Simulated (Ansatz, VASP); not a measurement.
## Two plane-wave programs on TiO2

File INCAR:

```
ALGO = Normal
EDIFF = 1E-7
ENCUT = 520
GGA = PE
ISIF = 2
ISMEAR = 0
LASPH = True
LCHARG = False
LREAL = False
LWAVE = False
NBANDS = 33
NELM = 80
PREC = Accurate
SIGMA = 0.05
```

KPOINTS

```
k-points
0
Gamma
  6 6 10
```

The input POSCAR:

```
TiO2
1.0
    4.6430645122      0.0000000000      0.0000000000
    0.0000000000      4.6430645122      0.0000000000
    0.0000000000      0.0000000000      2.9640243990
Ti O
2 4
Direct
    0.0000000000      0.0000000000      0.1265171772
    0.5000000000      0.5000000000      0.5000000000
    0.3051105247      0.3051105247      0.0000000000
    0.1948894753      0.8051105247      0.5000000000
    0.6948894753      0.6948894753      0.0000000000
    0.8051105247      0.1948894753      0.5000000000
```

Input for Ansatz:

```yaml
crystal:
  lattice:
    - [4.6430645122, 0.0, 0.0]
    - [0.0, 4.6430645122, 0.0]
    - [0.0, 0.0, 2.964024399]
  atoms:
    - { symbol: Ti, position: [0.0, 0.0, 0.1265171772] }
    - { symbol: Ti, position: [0.5, 0.5, 0.5] }
    - { symbol: O, position: [0.3051105247, 0.3051105247, 0.0] }
    - { symbol: O, position: [0.1948894753, 0.8051105247, 0.5] }
    - { symbol: O, position: [0.6948894753, 0.6948894753, 0.0] }
    - { symbol: O, position: [0.8051105247, 0.1948894753, 0.5] }
basis:
  ecutwfc: 420
kpoints:
  mp_grid: { grid: [6, 6, 10] }
hamiltonian:
  xc: pbe
scf:
  occupations: { method: gaussian, width: 0.05 }
output:
  forces: true
  stress: true
  eigenvalues: true
  write_density: true
  write_potential: true
  elf: true
  volumetric_format: npy
```

Alike in both runs: task single point; functional PBE; k mesh 6 × 6 × 10; occupations gaussian, width 0.05 eV; no spin polarisation.

|  | VASP | Ansatz |
| --- | --- | --- |
| version | VASP 6.6.1 | Ansatz 0.2.0 |
| potentials or method | VASP PAW PBE potentials, release 64 (Ti_sv, O), cutoff 520 eV | scalar-relativistic, plane waves, PAW |
| valence electrons in the cell | 48 | 48 |

Ansatz gave:

```
gap on the k mesh at the Fermi level (eV)                     : 2.33
least direct gap on the mesh (eV)                             : 2.48
pressure (GPa)                                                : 10.3
traceless stress, the component that is largest in VASP (GPa) : -9.63
rms of the force components (eV/Å)                            : 1.447
```

Task: Estimate VASP's values.

Result: gap on the k mesh at the Fermi level (eV): 2.31; least direct gap on the mesh (eV): 2.46; pressure (GPa): 11.0; traceless stress, the component that is largest in VASP (GPa): -9.86; rms of the force components (eV/Å): 1.510.

Atom by atom the forces differ by 0.065 eV/Å (rms over components).
